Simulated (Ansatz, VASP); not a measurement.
**YHg: VASP beside Ansatz**

The input INCAR:

```
SYSTEM = YHg
PREC     = Accurate       ! precision mode
ENCUT    = 520            ! plane-wave cutoff, eV
EDIFF    = 1E-7           ! SCF threshold, eV
ISMEAR   = -1             ! smearing method
SIGMA    = 0.08           ! smearing width, eV
LREAL    = .False.        ! projectors in reciprocal space
LASPH    = .True.         ! aspherical terms in the spheres
NELM     = 100            ! most SCF steps
ALGO     = Normal         ! electronic algorithm
ISIF     = 2              ! what is computed and relaxed
LWAVE    = .False.        ! write WAVECAR
LCHARG   = .False.        ! write CHGCAR
NBANDS   = 18             ! bands
```

The input KPOINTS:

```
regular mesh
0
Gamma
  11 11 11
  0 0 0
```

File POSCAR:

```
YHg
1.0
    3.7304529249      0.0000000000      0.0000000000
    0.0000000000      3.7304529249      0.0000000000
    0.0000000000      0.0000000000      3.7304529249
Y Hg
1 1
Direct
    0.5000000000      0.5000000000      0.5000000000
    0.0000000000      0.0000000000      0.0000000000
```

Input for Ansatz:

```yaml
crystal:
  lattice:
    - [3.7304529249, 0.0, 0.0]
    - [0.0, 3.7304529249, 0.0]
    - [0.0, 0.0, 3.7304529249]
  atoms:
    - { symbol: "Y", position: [0.5, 0.5, 0.5] }
    - { symbol: Hg, position: [0.0, 0.0, 0.0] }
kpoints:
  mp_grid: { grid: [11, 11, 11] }
  band_path:
    path:
      - [0.0, 0.0, 0.0]
      - [0.0, 0.5, 0.0]
      - [0.5, 0.5, 0.0]
      - [0.0, 0.0, 0.0]
      - [0.5, 0.5, 0.5]
      - [0.0, 0.5, 0.0]
      - [0.5, 0.5, 0.5]
      - [0.5, 0.5, 0.0]
    npoints: 5
scf:
  occupations: { method: fermi_dirac, width: 0.08 }
hamiltonian:
  xc: lda
  pseudopotentials: { kind: all_electron, lapw: { basis_error: 0.00025 } }
output:
  forces: true
  stress: true
  eigenvalues: true
```

Change from the starting cell: volume scaled by 1.04.

Alike in both runs: task single point; functional LDA; k mesh 11 × 11 × 11; occupations fermi-dirac, width 0.08 eV; no spin polarisation.

|  | VASP | Ansatz |
| --- | --- | --- |
| version | VASP 6.6.1 | Ansatz 0.2.0 |
| potentials or method | VASP PAW LDA potentials, release 64 (Y_sv, Hg), cutoff 520 eV | all-electron LAPW, scalar-relativistic |

VASP gave:

```
pressure (GPa) : -5.6
```

Question: Which values does Ansatz return?

Answer: Pressure (GPa): -5.8.

LDA's correlation is that of Perdew and Zunger in VASP and of Perdew and Wang (1992) in Ansatz. Ansatz ran all-electron here, and VASP with PAW potentials.

Spin-orbit coupling is off throughout.
